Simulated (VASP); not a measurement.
Wanted: the native input for a VASP 6.6.1 run.

* Task: single point
* Functional: PBEsol
* Potentials or basis: VASP PAW PBE potentials, release 64 (Ga_d, N)
* Cutoff: 520 eV
* k mesh: 8 × 8 × 8
* Occupations: gaussian, width 0.01 eV
* Spin: no spin polarisation
* Dipole correction: no
* Further INCAR settings: ALGO = Normal; EDIFF = 1e-07; NBANDS = 16

The structure of GaN lies in POSCAR:

```
GaN
1.0
    0.0000000000      2.2491336651      2.2491336651
    2.2491336651      0.0000000000      2.2491336651
    2.2491336651      2.2491336651      0.0000000000
Ga N
1 1
Direct
    0.0000000000      0.0000000000      0.0000000000
    0.2500000000      0.2500000000      0.2500000000
```

These files were run (other wordings do the same):

INCAR

```
ALGO = Normal ; EDIFF = 1E-7
ENCUT = 520 ; GGA = PS
ISIF = 2 ; ISMEAR = 0
LASPH = T ; LCHARG = F
LREAL = F ; LWAVE = F
NBANDS = 16 ; NELM = 60
PREC = Accurate ; SIGMA = 0.01
```

KPOINTS

```
k-points
0
Gamma
  8 8 8
```

Potentials or basis: VASP PAW PBE potentials, release 64 (Ga_d, N).

Command:

```console
$ cat potpaw_PBE.64/Ga_d/POTCAR potpaw_PBE.64/N/POTCAR > POTCAR
$ mpirun -np 1 vasp_std > vasp.out
```

It gave:

```
Pressure               : -0.3 GPa
Band gap on the k mesh : 1.72 eV
```

Caveat: the PAW data sets were made with another functional, which shifts forces and pressure a little.

Run time: 4.5 s on 1 thread of Intel(R) Xeon(R) 6975P-C (Granite Rapids), with other jobs on the host, peak memory 0.14 GiB.
